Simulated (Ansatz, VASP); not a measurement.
Two plane-wave programs on AlGa3N4

The input INCAR:

```
SYSTEM = AlGa3N4
ALGO = Normal ; EDIFF = 1E-7
ENCUT = 520 ; GGA = PS
ISIF = 2 ; ISMEAR = 0
LASPH = .True. ; LCHARG = .False.
LREAL = .False. ; LWAVE = .False.
NBANDS = 41 ; NELM = 80
PREC = Accurate ; SIGMA = 0.05
```

KPOINTS

```
k-points
0
Gamma
  6 8 6
  0 0 0
```

Contents of POSCAR:

```
AlGa3N4
1.0
    5.1423512025      0.0000000000      0.0001215039
    0.0000000000      3.1649848011      0.0000000000
   -0.0035856884      0.0000000000      5.4784941380
Al Ga N
1 3 4
Direct
    0.0006034235      0.5000000000      0.6673576246
    0.4991167026      0.5000000000      0.3349195796
    0.4990273840      0.0000000000      0.8315570006
    1.0617397111     -0.1005369920      0.1661791561
    0.1196687536      0.5000000000      0.3400974151
    0.1176459797      0.0000000000      0.8263760593
    0.6204436392      0.0000000000      0.1662162869
    0.6312323461      0.5000000000      0.6672965055
```

Input for Ansatz:

```yaml
crystal:
  lattice:
    - [5.1423512025, 0.0, 0.0001215039]
    - [0.0, 3.1649848011, 0.0]
    - [-0.0035856884, 0.0, 5.478494138]
  atoms:
    - { symbol: Al, position: [0.0006034235, 0.5, 0.6673576246] }
    - { symbol: Ga, position: [0.4991167026, 0.5, 0.3349195796] }
    - { symbol: Ga, position: [0.499027384, 0.0, 0.8315570006] }
    - { symbol: Ga, position: [1.0617397111, -0.100536992, 0.1661791561] }
    - { symbol: "N", position: [0.1196687536, 0.5, 0.3400974151] }
    - { symbol: "N", position: [0.1176459797, 0.0, 0.8263760593] }
    - { symbol: "N", position: [0.6204436392, 0.0, 0.1662162869] }
    - { symbol: "N", position: [0.6312323461, 0.5, 0.6672965055] }
basis:
  ecutwfc: 420
kpoints:
  mp_grid: { grid: [6, 8, 6] }
hamiltonian:
  xc: pbesol
scf:
  occupations: { method: gaussian, width: 0.05 }
output:
  forces: true
  stress: true
  eigenvalues: true
```

Alike in both runs: task single point; functional PBEsol; k mesh 6 × 8 × 6; occupations gaussian, width 0.05 eV; no spin polarisation.

|  | VASP | Ansatz |
| --- | --- | --- |
| version | VASP 6.6.1 | Ansatz 0.2.0 |
| potentials or method | VASP PAW PBE potentials, release 64 (Al, Ga_d, N), cutoff 520 eV | scalar-relativistic, plane waves, PAW |
| valence electrons in the cell | 62 | 62 |

Ansatz gave:

| Quantity | Value |
| --- | --- |
| gap on the k mesh at the Fermi level (eV) | 2.13 |
| least direct gap on the mesh (eV) | 2.13 |
| pressure (GPa) | 6.9 |
| traceless stress, the component that is largest in VASP (GPa) | -11.48 |
| rms of the force components (eV/Å) | 2.700 |

Task: What did VASP give for the same quantities?

Result: gap on the k mesh at the Fermi level (eV): 2.14; least direct gap on the mesh (eV): 2.14; pressure (GPa): 6.7; traceless stress, the component that is largest in VASP (GPa): -11.27; rms of the force components (eV/Å): 2.660.

VASP's potentials were made for PBE, not for PBEsol. Atom by atom the forces differ by 0.043 eV/Å (rms over components).
